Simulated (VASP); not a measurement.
Write the native input for VASP 6.6.1 that does the following.

- Task: single point
- Functional: PBEsol
- Potentials or basis: VASP PAW PBE potentials, release 64 (Al, N)
- Cutoff: 520 eV
- k mesh: 9 × 9 × 6
- Occupations: gaussian, width 0.05 eV
- Spin: no spin polarisation
- Dipole correction: no
- Further INCAR settings: ALGO = Normal; EDIFF = 1e-06; NBANDS = 16

The structure of AlN lies in POSCAR:

```
AlN
1.0
    3.2421000000      0.0000000000      0.0000000000
   -1.6210500000      2.8077409616      0.0000000000
    0.0000000000      0.0000000000      4.2240000000
Al N
2 2
Direct
    0.3333333333      0.6666666667      0.7500000000
    0.6666666667      0.3333333333      0.2500000000
    0.3333333333      0.6666666667      0.2500000000
    0.6666666667      0.3333333333      0.7500000000
```

These files were run (other wordings do the same):

INCAR

```
SYSTEM = AlN
PREC     = Accurate       ! precision mode
ENCUT    = 520            ! plane-wave cutoff, eV
EDIFF    = 1E-6           ! SCF threshold, eV
ISMEAR   = 0              ! smearing method
SIGMA    = 0.05           ! smearing width, eV
LREAL    = .FALSE.        ! projectors in reciprocal space
LASPH    = .TRUE.         ! aspherical terms in the spheres
NELM     = 100            ! most SCF steps
ALGO     = Normal         ! electronic algorithm
ISIF     = 2              ! what is computed and relaxed
LWAVE    = .FALSE.        ! write WAVECAR
LCHARG   = .FALSE.        ! write CHGCAR
GGA      = PS             ! functional
NBANDS   = 16             ! bands
```

KPOINTS

```
regular mesh
0
G
  9 9 6
  0 0 0
```

Potentials or basis: VASP PAW PBE potentials, release 64 (Al, N).

Run with:

```console
$ cat potpaw_PBE.64/Al/POTCAR potpaw_PBE.64/N/POTCAR > POTCAR
$ mpirun -np 1 vasp_std > vasp.out
```

Results of the run:

| Property | Result |
| --- | --- |
| Pressure | 5.1 GPa |
| Band gap on the k mesh | 3.37 eV, direct |

Caveat: the PAW data sets were made with another functional, which shifts forces and pressure a little.

It took 42 s on 1 thread of AMD EPYC 7R13 (shared host), peak memory 0.13 GiB.
